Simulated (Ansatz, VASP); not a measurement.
Two plane-wave programs on P

INCAR

```
SYSTEM = P
PREC = Accurate ; ENCUT = 500
EDIFF = 1E-6 ; ISMEAR = 0
SIGMA = 0.1 ; LREAL = .FALSE.
LASPH = .TRUE. ; NELM = 120
ALGO = Normal ; ISIF = 2
LWAVE = .FALSE. ; LCHARG = .TRUE.
GGA = PS ; LELF = .TRUE.
LVHAR = .TRUE. ; NBANDS = 8
GGA_COMPAT = .FALSE.
```

KPOINTS

```
regular mesh
0
G
  8 8 8
  0 0 0
```

The input POSCAR:

```
P
1.0
   -1.6756086745      1.6756086745      2.5491941581
    1.6756086745     -1.6756086745      2.5491941581
    1.6756086745      1.6756086745     -2.5491941581
P
1
Direct
    0.0000000000      0.0000000000      0.0000000000
```

Input for Ansatz:

```yaml
crystal:
  lattice:
    - [-1.6756086745, 1.6756086745, 2.5491941581]
    - [1.6756086745, -1.6756086745, 2.5491941581]
    - [1.6756086745, 1.6756086745, -2.5491941581]
  atoms:
    - { symbol: P, position: [0.0, 0.0, 0.0] }
basis:
  ecutwfc: 420
kpoints:
  mp_grid: { grid: [8, 8, 8] }
hamiltonian:
  xc: pbesol
scf:
  occupations: { method: gaussian, width: 0.1 }
  lower_state_search: "off"
output:
  forces: true
  stress: true
  eigenvalues: true
```

Alike in both runs: task single point; functional PBEsol; k mesh 8 × 8 × 8; occupations gaussian, width 0.1 eV; no spin polarisation.

```csv
,VASP,Ansatz
version,VASP 6.6.1,Ansatz 0.2.0
potentials or method,"VASP PAW PBE potentials, release 64 (P), cutoff 500 eV","scalar-relativistic, plane waves, PAW"
valence electrons in the cell,5,5
```

```tsv
	VASP	Ansatz	Ansatz less VASP
gap on the k mesh at the Fermi level (eV)	none	none	-
pressure (GPa)	-17.7	-17.7	+0.01
traceless stress, the component that is largest in VASP (GPa)	1.26	1.26	0.000
```

VASP's potentials were made for PBE, not for PBEsol. A gap of «none» marks a metal or a gap that the smearing closes. With one functional, cell and mesh, what is left measures potentials, basis and numerics.
